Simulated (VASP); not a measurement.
Se:

```xyz
1
Lattice="-1.6880 1.6880 1.6880 1.6880 -1.6880 1.6880 1.6880 1.6880 -1.6880" Properties=species:S:1:pos:R:3 pbc="T T T"
Se    0.0000    0.0000    0.0000
```

Base run:

| Item | Value |
| --- | --- |
| Program | VASP 6.6.1 |
| Functional | PBEsol |
| Potentials or basis | VASP PAW PBE potentials, release 64 (Se) |
| Cutoff | 520 eV |
| k mesh | 15 × 15 × 15 |
| Occupations | fermi-dirac, width 0.1 eV |
| Spin | no spin polarisation |

Its results: band gap on the k mesh zero (band 3 reaches 9.35 eV, above the bottom of band 4 at 2.69 eV); pressure 0.5 GPa.

The run is repeated on the same cell with these changes: k mesh from 15 × 15 × 15 to 13 × 13 × 13. What comes out?

Band gap on the k mesh zero (band 3 reaches 9.35 eV, above the bottom of band 4 at 2.52 eV); pressure 0.1 GPa.

Caveats: the PAW data sets were made with another functional, which shifts forces and pressure a little.
